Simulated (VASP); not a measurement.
A run of VASP 6.6.1:

Contents of INCAR:

```
PREC = Accurate ; ENCUT = 520
EDIFF = 1E-6 ; ISMEAR = 0
SIGMA = 0.05 ; LREAL = F
LASPH = T ; NELM = 80
ALGO = Normal ; ISIF = 2
LWAVE = F ; LCHARG = T
GGA = PE ; LELF = T
LVHAR = T ; NBANDS = 16
```

File KPOINTS:

```
Automatic mesh
0
Gamma
  9 9 6
```

The input POSCAR:

```
MgO
1.0
    3.5018974278      0.0000000000      0.0000000000
   -1.7509487139      3.0327321339      0.0000000000
    0.0000000000      0.0000000000      4.4235968308
Mg O
2 2
Direct
    0.6666666667      0.3333333333      0.7500000000
    0.3333333333      0.6666666667      0.2500000000
    0.6666666667      0.3333333333      0.2500000000
    0.3333333333      0.6666666667      0.7500000000
```

Potentials or basis: VASP PAW PBE potentials, release 64 (Mg, O).

Command:

```sh
$ cat potpaw_PBE.64/Mg/POTCAR potpaw_PBE.64/O/POTCAR > POTCAR
$ mpirun -np 1 vasp_std > vasp.out
```

Hardware: 1 thread of Intel Xeon 6975P-C, with other jobs on the host.

Task: How long does it take, and how much memory?

Result: It took 38 s on 1 thread of Intel Xeon 6975P-C, with other jobs on the host, peak memory 0.19 GiB. Counts: scf iterations 13, k points 48.
